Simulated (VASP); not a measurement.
Here is a VASP 6.6.1 calculation.

INCAR

```
PREC = Accurate
ENCUT = 520
EDIFF = 1E-8
ISMEAR = -1
SIGMA = 0.03
LREAL = F
LASPH = T
NELM = 60
ALGO = Normal
ISIF = 2
LWAVE = F
LCHARG = F
LEFG = T
NBANDS = 18
```

Contents of KPOINTS:

```
regular mesh
0
Gamma
  12 12 10
```

Contents of POSCAR:

```
HgPt
1.0
    2.9610634709      0.0000000000      0.0000000000
    0.0000000000      2.9610634709      0.0000000000
    0.0000000000      0.0000000000      3.8122072623
Hg Pt
1 1
Direct
    0.0000000000      0.0000000000      0.0000000000
    0.5000000000      0.5000000000      0.5000000000
```

Potentials or basis: VASP PAW LDA potentials, release 64 (Hg, Pt).

Run with:

```sh
$ cat potpaw_LDA.64/Hg/POTCAR potpaw_LDA.64/Pt/POTCAR > POTCAR
$ mpirun -np 1 vasp_std > vasp.out
```

Question: Predict the pressure.

Answer: 2.4 GPa.

Question: Predict the band gap on the k mesh.

Answer: Zero (bands 11 and 12 overlap by 3.81 eV).

Electric field gradients, principal values (V/Å²):
```csv
atom,least,middle,greatest (by size)
1 Hg,52.597,52.597,-105.194
2 Pt,-49.287,-49.287,98.574
```

Caveat: without QUAD_EFG the Cq values of the log hold for a quadrupole moment of 1 mb, not for the nuclei; spin-orbit coupling is left out, which moves the levels of the heavy elements.
